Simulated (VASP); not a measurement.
# HfC: single point with PBE

HfC:

```xyz
2
Lattice="0.0000 2.3714 2.3714 2.3714 0.0000 2.3714 2.3714 2.3714 0.0000" Properties=species:S:1:pos:R:3 pbc="T T T"
Hf    2.3714    2.3714    2.3714
C     0.0000    0.0000    0.0000
```

This cell differs from its parent crystal: volume scaled by 1.06.

```json
{"Program": "VASP 6.6.1", "Task": "single point", "Functional": "PBE", "Potentials or basis": "VASP PAW PBE potentials, release 64 (Hf_pv, C)", "Cutoff": "520 eV", "k mesh": "16 × 16 × 16", "Occupations": "gaussian, width 0.1 eV", "Spin": "no spin polarisation"}
```

```json
{"Pressure": "-12.9 GPa", "Band gap on the k mesh": "zero (band 7 reaches 6.48 eV, above the bottom of band 8 at 5.11 eV)"}
```

Levels at points of the mesh, in eV from the Fermi level:
| k point | band 4 | band 5 | band 6 | band 7 | band 8 | band 9 | band 10 | band 11 |
| --- | --- | --- | --- | --- | --- | --- | --- | --- |
| (0.00, 0.00, 0.00) | -11.99 | 0.98 | 0.98 | 0.98 | 1.38 | 1.38 | 1.38 | 3.22 |
| (0.50, 0.00, 0.00) | -8.59 | -5.86 | -2.77 | -2.77 | 4.99 | 4.99 | 5.42 | 6.27 |
| (0.50, 0.50, 0.00) | -10.13 | -2.61 | -1.57 | -0.13 | -0.13 | 4.98 | 6.28 | 6.28 |

It took 49 s on 1 thread of Intel(R) Xeon(R) Platinum 8488C (Sapphire Rapids) (shared host), peak memory 0.2 GiB.

Caveat: spin-orbit coupling is left out, which moves the levels of the heavy elements.
